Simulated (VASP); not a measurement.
A run of VASP 6.6.1:

File INCAR:

```
SYSTEM = Br
PREC = Accurate
ENCUT = 520
EDIFF = 1E-6
ISMEAR = 0
SIGMA = 0.02
LREAL = .False.
LASPH = .True.
NELM = 100
ALGO = Normal
ISIF = 2
LWAVE = .False.
LCHARG = .False.
GGA = PE
IVDW = 12
NBANDS = 22
```

File KPOINTS:

```
Automatic mesh
0
Gamma
  8 8 4
  0 0 0
```

File POSCAR:

```
Br
1.0
    3.4940473372     -2.0714607021      0.0000000000
    3.4940473372      2.0714607021      0.0000000000
    0.0000000000      0.0000000000      8.5836131114
Br
4
Direct
    0.8491179183      0.1508820817      0.1191117320
    0.6508820817      0.3491179183      0.6191117320
    0.1508820817      0.8491179183      0.8808882680
    0.3491179183      0.6508820817      0.3808882680
```

Potentials or basis: VASP PAW PBE potentials, release 64 (Br).

Launch:

```sh
$ cat potpaw_PBE.64/Br/POTCAR > POTCAR
$ mpirun -np 1 vasp_std > vasp.out
```

Hardware: 1 thread of Intel Xeon 8259CL, with other jobs on the host.

Estimate the wall time of this run.

Wall time 120 s on 1 thread of Intel Xeon 8259CL, with other jobs on the host, peak memory 0.27 GiB. Counts: scf iterations 12, k points 63.
